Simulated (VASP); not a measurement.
ZnCu4 (Cu (100), 5 layers), 5 atoms in the cell. The cell holds a slab with vacuum, 5 atoms: a = 2.519 Å, b = 2.519 Å, c = 23.126 Å, α = 90.00°, β = 90.00°, γ = 90.00°. 

- Program: VASP 6.6.1
- Task: single point
- Functional: PBEsol
- Potentials or basis: VASP PAW PBE potentials, release 64 (Zn, Cu)
- Cutoff: 520 eV
- k mesh: 14 × 14 × 1
- Occupations: fermi-dirac, width 0.05 eV
- Spin: no spin polarisation
- Dipole correction: yes
- Further INCAR settings: ALGO = Normal; EDIFF = 1e-06; NBANDS = 36

Potentials or basis: VASP PAW PBE potentials, release 64 (Zn, Cu).

Run with:

```sh
$ cat potpaw_PBE.64/Zn/POTCAR potpaw_PBE.64/Cu/POTCAR > POTCAR
$ mpirun -np 1 vasp_std > vasp.out
```

Hardware: 1 thread of Intel(R) Xeon(R) Platinum 8488C (Sapphire Rapids), on a shared host.

Estimate the wall time of this run.

It took 4.9 min on 1 thread of Intel(R) Xeon(R) Platinum 8488C (Sapphire Rapids), on a shared host, peak memory 0.35 GiB. Counts: scf iterations 26, k points 36.
